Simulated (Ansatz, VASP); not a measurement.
## One calculation of AgI, two programs

```xyz
4
Lattice="4.6857 0.0000 0.0000 -2.3429 4.0580 0.0000 0.0000 0.0000 7.6665" Properties=species:S:1:pos:R:3 pbc="T T T"
Ag    0.0000    2.7053    0.0046
Ag    2.3429    1.3527    3.8379
I     0.0000    2.7053    2.8780
I     2.3429    1.3527    6.7112
```

Alike in both runs: task electric field gradients; functional PBE; k mesh 10 × 10 × 6; occupations fermi-dirac, width 0.05 eV; no spin polarisation.

|  | VASP | Ansatz |
| --- | --- | --- |
| version | VASP 6.6.1 | Ansatz 0.2.0 |
| potentials or method | VASP PAW PBE potentials, release 64 (Ag, I) | PAW with Ansatz's default frozen-core files, scalar-relativistic |
| plane-wave cutoff (eV) | 400 | 420 |
| valence electrons in the cell | 36 | 72 |

|  | VASP | Ansatz | Ansatz less VASP |
| --- | --- | --- | --- |
| pressure (GPa) | -0.2 | 0.0 | +0.16 |
| size of Vzz on the site where it differs most (V/Å²) | 0.4 | 0.3 | -0.10 |

The functional is the same, so the differences come from potentials, cutoffs and numerics. VASP's potentials hold 36 valence electrons a cell and Ansatz's 72, so a difference there can come from the potentials and not from the codes.

Neither program's run includes spin-orbit coupling.
